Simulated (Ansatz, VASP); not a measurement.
# TiMoS4 in VASP and in Ansatz

```xyz
6
Lattice="0.0000 3.5760 3.5760 3.5760 0.0000 3.5760 3.5760 3.5760 0.0000" Properties=species:S:1:pos:R:3 pbc="T T T"
Ti    1.7880    1.7880    1.7880
Mo    0.0000    0.0000    0.0000
S     4.4699    4.4699    4.4699
S     2.6821    2.6821    4.4699
S     2.6821    4.4699    2.6821
S     4.4699    2.6821    2.6821
```

Change from the starting cell: species swapped into the TmInCu4 type (F-43m, No. 216).

Alike in both runs: functional PBE; k mesh 10 × 10 × 10; occupations gaussian, width 0.1 eV; collinear spin.

Ansatz relaxed the structure, and its values are those at the end. VASP's run is a single point on that final structure, the one shown.

|  | VASP | Ansatz |
| --- | --- | --- |
| version | VASP 6.6.1 | Ansatz 0.2.0 |
| potentials or method | VASP PAW PBE potentials, release 64 (Ti_sv, Mo_sv, S), cutoff 520 eV | scalar-relativistic, plane waves, PAW |
| valence electrons in the cell | 50 | 50 |

|  | VASP | Ansatz | Ansatz less VASP |
| --- | --- | --- | --- |
| gap on the k mesh at the Fermi level (eV) | none | none | - |
| pressure (GPa) | 0.0 | 0.0 | 0.00 |
| net moment per atom (μB) | 0.00 | 0.00 | 0.000 |

A gap of «none» marks a metal or a gap that the smearing closes. The functional is the same, so the differences come from potentials, cutoffs and numerics. Ansatz's warnings: seeded moment not kept.
